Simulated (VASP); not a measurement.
# MgO (a.eA) (Fm-3m) in VASP: a series of runs

Runs on MgO (a.eA). Level: PBEsol. Tasks: single point.

Everything below comes from runs of VASP 6.6.1. Logs are shortened: lines on timing, memory, paths and dates and some standing lists are left out, and cuts for length are marked.

## (1) The cell of the first run

The structure is cubic, space group Fm-3m (No. 225). The conventional cell has a = 4.215 Å, b = 4.215 Å, c = 4.215 Å, α = 90.00°, β = 90.00°, γ = 90.00°. Mg (site symmetry m-3m) has 6 O at 2.11 Å within 2.8 Å. Within 2.8 Å of O (site symmetry m-3m) lie 6 Mg at 2.11 Å.

## (2) Single point, PBEsol

File INCAR:

```
ALGO = Normal
EDIFF = 1E-6
ENCUT = 600
GGA = PS
GGA_COMPAT = F
ISIF = 2
ISMEAR = 0
LASPH = T
LCHARG = F
LREAL = F
LWAVE = F
NBANDS = 16
NELM = 120
PREC = Accurate
SIGMA = 0.1
```

File KPOINTS:

```
k-points
0
Gamma
  6 6 4
```

File POSCAR:

```
MgO
1.0
    2.9804863305      0.0000000000      0.0000000000
    0.0000000000      2.9804863305      0.0000000000
    0.0000000000      0.0000000000      4.2150442145
Mg O
2 2
Direct
    0.0000000000      0.0000000000      0.0000000000
    0.5000000000      0.5000000000      0.5000000000
    0.5000000000      0.5000000000      0.0000000000
    0.0000000000      1.0000000000      0.5000000000
```

Potentials or basis: VASP PAW PBE potentials, release 64 (Mg, O).

Launch:

```bash
cat potpaw_PBE.64/Mg/POTCAR potpaw_PBE.64/O/POTCAR > POTCAR
mpirun -np 1 vasp_std > vasp.out
```

OUTCAR:

```text
EDIFF = 1E-6
   ENCUT = 600
   GGA = PS
   ISIF = 2
   ISMEAR = 0
   LASPH = T
   LREAL = F
   NELM = 120
   PREC = Accurate

 ion  position               nearest neighbor table
   1  0.000  0.000  0.000-   3 2.11   3 2.11   3 2.11   3 2.11   4 2.11   4 2.11   2 2.98   2 2.98
                             2 2.98   2 2.98   2 2.98   2 2.98   2 2.98   2 2.98
   2  0.500  0.500  0.500-   4 2.11   4 2.11   4 2.11   4 2.11   3 2.11   3 2.11   1 2.98   1 2.98
                             1 2.98   1 2.98   1 2.98   1 2.98   1 2.98   1 2.98
   3  0.500  0.500  0.000-   1 2.11   1 2.11   1 2.11   1 2.11   2 2.11   2 2.11
   4  0.000  0.000  0.500-   2 2.11   2 2.11   2 2.11   2 2.11   1 2.11   1 2.11

  LATTYP: Found a simple tetragonal cell.
 ALAT       =     2.9804863305
 C/A-ratio  =     1.4142135702

  Lattice vectors:

 A1 = (   2.9804863305,   0.0000000000,   0.0000000000)
 A2 = (   0.0000000000,   2.9804863305,   0.0000000000)
 A3 = (   0.0000000000,   0.0000000000,   4.2150442145)

Analysis of symmetry for initial positions (statically):
=====================================================================
 Subroutine PRICEL returns following result:

  LATTYP: Found a face centered cubic cell.
 ALAT       =     4.2150442028

  Lattice vectors:

 A1 = (  -1.4902431652,  -1.4902431652,  -2.1075221072)
 A2 = (   1.4902431653,  -1.4902431653,  -2.1075221073)
 A3 = (   0.0000000000,  -2.9804863305,   0.0000000000)

   2 primitive cells build up your supercell.

 Routine SETGRP: Setting up the symmetry group for a
 simple tetragonal supercell.

 Subroutine GETGRP returns: Found 16 space group operations
 (whereof 16 operations were pure point group operations)
 out of a pool of 16 trial point group operations.

The static configuration has the point symmetry D_4h.

Analysis of symmetry for dynamics (positions and initial velocities):
=====================================================================
 Subroutine PRICEL returns following result:

  LATTYP: Found a face centered cubic cell.
 ALAT       =     4.2150442028

  Lattice vectors:

 A1 = (  -1.4902431652,  -1.4902431652,  -2.1075221072)
 A2 = (   1.4902431653,  -1.4902431653,  -2.1075221073)
 A3 = (   0.0000000000,  -2.9804863305,   0.0000000000)

   2 primitive cells build up your supercell.

 Routine SETGRP: Setting up the symmetry group for a
 simple tetragonal supercell.

[... 99 lines left out ...]
   LNONCOLLINEAR =      F non collinear calculations
   LSORBIT =      F    spin-orbit coupling
   LASPH  =      T    aspherical Exc in radial PAW
   ENCUT  =  600.0 eV  44.10 Ry    6.64 a.u.   5.95  5.95  8.42*2*pi/ulx,y,z
   NELM   =    120;   NELMIN=  2; NELMDL= -5     # of ELM steps
   EDIFF  = 0.1E-05   stopping-criterion for ELM
   LREAL  =      F    real-space projection
   EDIFFG = 0.1E-04   stopping-criterion for IOM
   NSW    =      0    number of steps for IOM
   IBRION =     -1    ionic relax: 0-MD 1-quasi-New 2-CG
   NFREE  =      0    steps in history (QN), initial steepest desc. (CG)
   ISIF   =      2    stress and relaxation
   ISYM   =      2    0-nonsym 1-usesym 2-fastsym
   POTIM  = 0.5000    time-step for ionic-motion
   TEBEG  =    0.0;   TEEND  =   0.0 temperature during run
   PSTRESS=    0.0 pullay stress
   NELECT =      16.0000    total number of electrons
   NUPDOWN=      -1.0000    fix difference up-down
   EMIN   =  10.00;   EMAX   =-10.00  energy-range for DOS
   EFERMI =   0.00;   METHOD = LEGACY
   ISMEAR =     0;   SIGMA  =   0.10  broadening in eV -4-tet -1-fermi 0-gaus
   EFERMI_NEDOS =   21; number of points for ismear=-14 and -15
   IALGO  =     38    algorithm
   IMIX   =      4    mixing-type and parameters
     AMIX     =   0.40;   BMIX     =  1.00
     AMIX_MAG =   1.60;   BMIX_MAG =  1.00
  volume/ion in A,a.u.               =       9.36        63.17
  Fermi-wavevector in a.u.,A,eV,Ry     =   1.233075  2.330173 20.687291  1.520473
  Thomas-Fermi vector in A             =   2.367819
   LORBIT       =      0    0 simple, 1 ext, 2 COOP (PROOUT), +10 PAW based schemes
   GGA     = PS    functional components
   LHFCALC =     F    Hartree Fock is set to
   AEXX    =    0.0000 exact exchange contribution
   IVDW    =     0    specifies the selected vdW correction
   LEPSILON=     F    determine dielectric tensor
   LRPA    =     F    only Hartree local field effects (RPA)
 non-spin polarized calculation
 Gauss-broadening in eV      SIGMA  =   0.10
  energy-cutoff  :      600.00
  volume of cell :       37.44
 maximum number of plane-waves:      1272
 NGX is ok and might be reduce to    24
   NGX = 11   NGY = 11   NGZ = 17

 number of electron      15.9999996 magnetization

 Free energy of the ion-electron system (eV)
  ---------------------------------------------------
  ext. energy  EPLUGINS =         0.00000000
  ---------------------------------------------------
  free energy    TOTEN  =       -25.03041898 eV

  energy without entropy =      -25.03041898  energy(sigma->0) =      -25.03041898

 E-fermi :   3.4700     XC(G=0): -11.2996

 val. band max:        3.0499951905   @ k =   0.0000   0.0000   0.0000
 cond. band min:       7.6648373842   @ k =   0.0000   0.0000   0.0000
 fundamental gap:      4.6148421936
 Fermi energy:         3.4699649713

 k-point     1 :       0.0000    0.0000    0.0000
  band No.  band energies     occupation
      1     -14.1441      2.00000
      2     -12.5718      2.00000
      3      -1.0872      2.00000
      4       1.6865      2.00000
      5       1.6865      2.00000
      6       3.0500      2.00000
[... 433 lines left out ...]
      3      -1.6210      2.00000
      4      -1.6210      2.00000
      5       2.3892      2.00000
      6       2.3892      2.00000
[... 8 lines left out ...]
     15      19.2069      0.00000
     16      19.2069      0.00000

 [... further k-points ...]
[... 5 lines left out ...]
  --------------------------------------------------------------------------------------
  -------------------------------------------------------------------------------------
  Total       -0.1949148     -0.1949148     -0.1970751      0.0000000      0.0000000      0.0000000
  in kB       -8.3402487     -8.3402487     -8.4326851      0.0000000      0.0000000      0.0000000
  external PRESSURE =      -8.3710608 kB  Pullay stress =       0.0000000 kB

 VOLUME and BASIS-vectors are now :
 -----------------------------------------------------------------------------
  energy-cutoff  :      600.00
  volume of cell :       37.44
      direct lattice vectors                 reciprocal lattice vectors
     2.980486330  0.000000000  0.000000000     0.335515714  0.000000000  0.000000000
     0.000000000  2.980486330  0.000000000     0.000000000  0.335515714  0.000000000
     0.000000000  0.000000000  4.215044214     0.000000000  0.000000000  0.237245435

 POSITION                                       TOTAL-FORCE (eV/Angst)
 -----------------------------------------------------------------------------------
      0.00000      0.00000      0.00000        -0.000000     -0.000000      0.000000
      1.49024      1.49024      2.10752        -0.000000     -0.000000     -0.000000
      1.49024      1.49024      0.00000         0.000000      0.000000     -0.000000
      0.00000      0.00000      2.10752        -0.000000     -0.000000      0.000000
 -----------------------------------------------------------------------------------
    total drift:                                0.000000     -0.000000     -0.000000

  FREE ENERGIE OF THE ION-ELECTRON SYSTEM (eV)
  ---------------------------------------------------
  free  energy   TOTEN  =       -25.0304189825 eV

  energy  without entropy=      -25.0304189825  energy(sigma->0) =      -25.03041898
```

OSZICAR:

```text
N       E                     dE             d eps       ncg     rms          rms(c)
DAV:   1     0.557897878882E+02    0.55790E+02   -0.87321E+03  1016   0.102E+03
DAV:   2    -0.246269284296E+02   -0.80417E+02   -0.75012E+02  1296   0.208E+02
DAV:   3    -0.277870463864E+02   -0.31601E+01   -0.31557E+01  1096   0.395E+01
DAV:   4    -0.277979336409E+02   -0.10887E-01   -0.10887E-01  1248   0.265E+00
DAV:   5    -0.277979787988E+02   -0.45158E-04   -0.45158E-04  1128   0.166E-01    0.942E+00
DAV:   6    -0.250986306761E+02    0.26993E+01   -0.67549E+00   992   0.207E+01    0.306E+00
DAV:   7    -0.250589078739E+02    0.39723E-01   -0.13521E-01   960   0.297E+00    0.189E+00
DAV:   8    -0.250321779925E+02    0.26730E-01   -0.58069E-02   976   0.267E+00    0.431E-01
DAV:   9    -0.250307233462E+02    0.14546E-02   -0.11641E-03  1208   0.330E-01    0.220E-01
DAV:  10    -0.250304177783E+02    0.30557E-03   -0.12953E-03   984   0.295E-01    0.143E-02
DAV:  11    -0.250304193622E+02   -0.15839E-05   -0.53359E-06  1104   0.226E-02    0.754E-03
DAV:  12    -0.250304189825E+02    0.37968E-06   -0.10855E-06   792   0.102E-02
   1 F= -.25030419E+02 E0= -.25030419E+02  d E =-.257128E-10
```

stdout:

```text
POSCAR found type information on POSCAR MgO
 POSCAR found :  2 types and       4 ions
 scaLAPACK will be used
 -----------------------------------------------------------------------------
|                                                                             |
|                                                                             |
|     You enforced a specific xc type in the INCAR file but a different       |
|     I HOPE YOU KNOW WHAT YOU ARE DOING!                                     |
|                                                                             |
 -----------------------------------------------------------------------------

 LDA part: xc-table for (Slater+PW92), standard interpolation
 POSCAR, INCAR and KPOINTS ok, starting setup
 FFT: planning ... GRIDC
 FFT: planning ... GRID_SOFT
 FFT: planning ... GRID
 WAVECAR not read
 entering main loop
```

It took 11 s on 1 thread of Intel Xeon Platinum 8488C (Sapphire Rapids), shared host; peak memory 0.16 GiB.

What came out:

```yaml
Free_energy: -25.0304 eV
Pressure: -0.8 GPa
Band_gap_on_the_k_mesh: 4.61 eV
```

Caveat: the PAW data sets were made with another functional, which shifts forces and pressure a little. Expect the measured gap to be larger: semilocal functionals such as PBEsol lack the derivative discontinuity.

## (3) Single point, PBEsol

File INCAR:

```
PREC = Accurate ; ENCUT = 600
EDIFF = 1E-6 ; ISMEAR = 0
SIGMA = 0.02 ; LREAL = F
LASPH = T ; NELM = 120
ALGO = Normal ; ISIF = 2
LWAVE = F ; LCHARG = F
GGA = PS ; NBANDS = 16
GGA_COMPAT = F
```

File KPOINTS:

```
regular mesh
0
Gamma
  8 8 6
```

POSCAR is that of step 2.

Potentials or basis: VASP PAW PBE potentials, release 64 (Mg, O).

Launch:

```bash
cat potpaw_PBE.64/Mg/POTCAR potpaw_PBE.64/O/POTCAR > POTCAR
mpirun -np 1 vasp_std > vasp.out
```

OUTCAR:

```text
PREC = Accurate
   ENCUT = 600
   EDIFF = 1E-6
   ISMEAR = 0
   LREAL = F
   LASPH = T
   NELM = 120
   ISIF = 2
   GGA = PS

 ion  position               nearest neighbor table
   1  0.000  0.000  0.000-   3 2.11   3 2.11   3 2.11   3 2.11   4 2.11   4 2.11   2 2.98   2 2.98
                             2 2.98   2 2.98   2 2.98   2 2.98   2 2.98   2 2.98
   2  0.500  0.500  0.500-   4 2.11   4 2.11   4 2.11   4 2.11   3 2.11   3 2.11   1 2.98   1 2.98
                             1 2.98   1 2.98   1 2.98   1 2.98   1 2.98   1 2.98
   3  0.500  0.500  0.000-   1 2.11   1 2.11   1 2.11   1 2.11   2 2.11   2 2.11
[... 676 lines left out ...]
  --------------------------------------------------------------------------------------
  -------------------------------------------------------------------------------------
  Total       -0.1949027     -0.1949027     -0.1952653      0.0000000      0.0000000      0.0000000
  in kB       -8.3397310     -8.3397310     -8.3552464      0.0000000      0.0000000      0.0000000
  external PRESSURE =      -8.3449028 kB  Pullay stress =       0.0000000 kB

 VOLUME and BASIS-vectors are now :
 -----------------------------------------------------------------------------
  energy-cutoff  :      600.00
  volume of cell :       37.44
      direct lattice vectors                 reciprocal lattice vectors
     2.980486330  0.000000000  0.000000000     0.335515714  0.000000000  0.000000000
     0.000000000  2.980486330  0.000000000     0.000000000  0.335515714  0.000000000
     0.000000000  0.000000000  4.215044214     0.000000000  0.000000000  0.237245435

 POSITION                                       TOTAL-FORCE (eV/Angst)
 -----------------------------------------------------------------------------------
      0.00000      0.00000      0.00000         0.000000      0.000000      0.000000
      1.49024      1.49024      2.10752         0.000000      0.000000      0.000000
      1.49024      1.49024      0.00000        -0.000000     -0.000000     -0.000000
      0.00000      0.00000      2.10752         0.000000      0.000000      0.000000
 -----------------------------------------------------------------------------------
    total drift:                                0.000000     -0.000000     -0.000000

  FREE ENERGIE OF THE ION-ELECTRON SYSTEM (eV)
  ---------------------------------------------------
  free  energy   TOTEN  =       -25.0307331326 eV

  energy  without entropy=      -25.0307331326  energy(sigma->0) =      -25.03073313
```

OSZICAR:

```text
N       E                     dE             d eps       ncg     rms          rms(c)
DAV:   1     0.568156112902E+02    0.56816E+02   -0.86811E+03  2048   0.102E+03
DAV:   2    -0.246585567657E+02   -0.81474E+02   -0.75657E+02  2608   0.206E+02
DAV:   3    -0.277865491646E+02   -0.31280E+01   -0.31217E+01  2280   0.389E+01
DAV:   4    -0.277979749691E+02   -0.11426E-01   -0.11426E-01  2344   0.268E+00
DAV:   5    -0.277980212781E+02   -0.46309E-04   -0.46309E-04  2296   0.168E-01    0.942E+00
DAV:   6    -0.250993691054E+02    0.26987E+01   -0.67439E+00  1936   0.207E+01    0.306E+00
DAV:   7    -0.250592464437E+02    0.40123E-01   -0.13121E-01  1944   0.296E+00    0.189E+00
DAV:   8    -0.250324721016E+02    0.26774E-01   -0.57956E-02  2016   0.266E+00    0.430E-01
DAV:   9    -0.250310499402E+02    0.14222E-02   -0.11059E-03  2400   0.322E-01    0.223E-01
DAV:  10    -0.250307320146E+02    0.31793E-03   -0.13193E-03  2032   0.298E-01    0.144E-02
DAV:  11    -0.250307334951E+02   -0.14804E-05   -0.55234E-06  2208   0.230E-02    0.754E-03
DAV:  12    -0.250307331326E+02    0.36246E-06   -0.11147E-06  1640   0.103E-02
   1 F= -.25030733E+02 E0= -.25030733E+02  d E =-.431268E-33
```

stdout:

```text
POSCAR found type information on POSCAR MgO
 POSCAR found :  2 types and       4 ions
 scaLAPACK will be used
 -----------------------------------------------------------------------------
|                                                                             |
|                                                                             |
|     You enforced a specific xc type in the INCAR file but a different       |
|     I HOPE YOU KNOW WHAT YOU ARE DOING!                                     |
|                                                                             |
 -----------------------------------------------------------------------------

 LDA part: xc-table for (Slater+PW92), standard interpolation
 POSCAR, INCAR and KPOINTS ok, starting setup
 FFT: planning ... GRIDC
 FFT: planning ... GRID_SOFT
 FFT: planning ... GRID
 WAVECAR not read
 entering main loop
```

It took 21 s on 1 thread of Intel Xeon Platinum 8488C (Sapphire Rapids), shared host; peak memory 0.18 GiB.

What came out:

```
Free energy            : -25.0307 eV
Pressure               : -0.8 GPa
Band gap on the k mesh : 4.62 eV
```

Caveat: the PAW data sets were made with another functional, which shifts forces and pressure a little.
